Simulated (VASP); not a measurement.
A run of VASP 6.6.1:

INCAR

```
PREC     = Accurate       # precision mode
ENCUT    = 520            # plane-wave cutoff, eV
EDIFF    = 1E-7           # SCF threshold, eV
ISMEAR   = -1             # smearing method
SIGMA    = 0.05           # smearing width, eV
LREAL    = False          # projectors in reciprocal space
LASPH    = True           # aspherical terms in the spheres
NELM     = 80             # most SCF steps
ALGO     = Normal         # electronic algorithm
ISIF     = 2              # what is computed and relaxed
LWAVE    = False          # write WAVECAR
LCHARG   = False          # write CHGCAR
GGA      = PS             # functional
NBANDS   = 12             # bands
```

KPOINTS

```
Automatic mesh
0
Gamma
  18 18 18
```

The input POSCAR:

```
Au
1.0
    0.0000000000      2.0417835517      2.0417835517
    2.0417835517      0.0000000000      2.0417835517
    2.0417835517      2.0417835517      0.0000000000
Au
1
Direct
    0.0000000000      0.0000000000      0.0000000000
```

Potentials or basis: VASP PAW PBE potentials, release 64 (Au).

Command:

```bash
$ cat potpaw_PBE.64/Au/POTCAR > POTCAR
$ mpirun -np 1 vasp_std > vasp.out
```

Hardware: 1 thread of Intel Xeon 6975P-C (shared host).

Problem. Estimate the wall time of this run.

Solution. Run time: 24 s on 1 thread of Intel Xeon 6975P-C, on a shared host, peak memory 0.17 GiB. Counts: scf iterations 11, k points 195.
